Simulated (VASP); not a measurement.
Runs of VASP 6.6.1 on Ru. The structure is that of space group Im-3m (No. 229), or close to it. The cells are those of the table. 

```tsv
cell	k mesh	gap on the mesh (eV)	pressure (GPa)
a = 2.758 Å, angles 109.5°, 1 atom	16 × 16 × 16	none	-22.7
a = 2.620 Å, angles 109.5°, 1 atom	16 × 16 × 16	none	12.1
a = 2.583 Å, angles 109.5°, 1 atom	16 × 16 × 16	none	(b)
a = 2.655 Å, angles 109.5°, 1 atom	15 × 15 × 15	none	-0.1
a = 2.655 Å, angles 109.5°, 1 atom	16 × 16 × 16	none	(a)
```

Alike in all rows: task single point; level revPBE; potentials or basis VASP PAW PBE potentials, release 64 (Ru_pv); no spin polarisation; cutoff (eV) 520; smearing fermi-dirac 0.1 eV.

Task: Estimate the missing entries.

Result: (a) 0.0; (b) 27.2.

Caveats: the PAW data sets were made with another functional, which shifts forces and pressure a little.

A k mesh can miss the band edges, and the runs leave out spin-orbit coupling on Ru.

A gap of «none» marks levels without a gap at the run's occupations.
